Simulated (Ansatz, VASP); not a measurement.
**GaP: VASP beside Ansatz**

```
Ga P
1.0
     0.00000    2.72540    2.72540
     2.72540    0.00000    2.72540
     2.72540    2.72540    0.00000
Ga P
1 1
Direct
  0.00000 0.00000 0.00000
  0.25000 0.25000 0.25000
```

Alike in both runs: task single point; functional r2SCAN; k mesh 6 × 6 × 6; no spin polarisation.

|  | VASP | Ansatz |
| --- | --- | --- |
| version | VASP 6.6.1 | Ansatz 0.2.0 |
| potentials or method | VASP PAW PBE potentials, release 64 (Ga_d, P) | plane waves |
| plane-wave cutoff (eV) | 520 | 500 |
| occupations | gaussian, width 0.01 eV | fixed |
| valence electrons in the cell | 18 | 18 |

|  | VASP | Ansatz | Ansatz less VASP |
| --- | --- | --- | --- |
| gap on the k mesh at the Fermi level (eV) | 1.91 | 1.90 | -0.005 |
| pressure (GPa) | 0.0 | 0.1 | +0.05 |

VASP's potentials were made for PBE, not for r2SCAN.
